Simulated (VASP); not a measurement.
A run of VASP 6.6.1 is set up as follows.

File POSCAR:

```
Cu
1.0
    2.5301610551     -0.0000000029      0.0000000000
   -1.2650805251      2.1911837509      0.0000000000
    0.0000000000      0.0000000000      4.1348001098
Cu
2
Direct
    0.3333333333      0.6666666667      0.2500000000
    0.6666666667      0.3333333333      0.7500000000
```

File INCAR.step1:

```
ALGO = Normal
EDIFF = 1E-4
ENCUT = 520
GGA = PE
ISMEAR = -1
LASPH = T
LCHARG = F
LREAL = F
LWAVE = T
NBANDS = 18
NELM = 60
PREC = Accurate
SIGMA = 0.1
```

Contents of INCAR.step2:

```
ALGO = Normal
EDIFF = 1E-6
ENCUT = 520
ISIF = 2
ISMEAR = -1
ISTART = 1
LASPH = T
LCHARG = F
LMIXTAU = T
LREAL = F
LWAVE = F
METAGGA = R2SCAN
NBANDS = 18
NELM = 60
PREC = Accurate
SIGMA = 0.1
```

KPOINTS

```
k-points
0
Gamma
  14 14 7
```

Potentials or basis: VASP PAW PBE potentials, release 64 (Cu).

The run is started by

```console
$ cat potpaw_PBE.64/Cu/POTCAR > POTCAR
$ cp INCAR.step1 INCAR
$ mpirun -np 1 vasp_std > vasp.out
$ cp INCAR.step2 INCAR
$ mpirun -np 1 vasp_std > vasp.out
```

(1) Estimate the band gap on the k mesh.

(2) Estimate the pressure.

Results:

(1) zero (band 11 reaches 11.50 eV, above the bottom of band 12 at 5.74 eV).

(2) 0.7 GPa.

Caveat: the PAW data sets were made with another functional, which shifts forces and pressure a little.
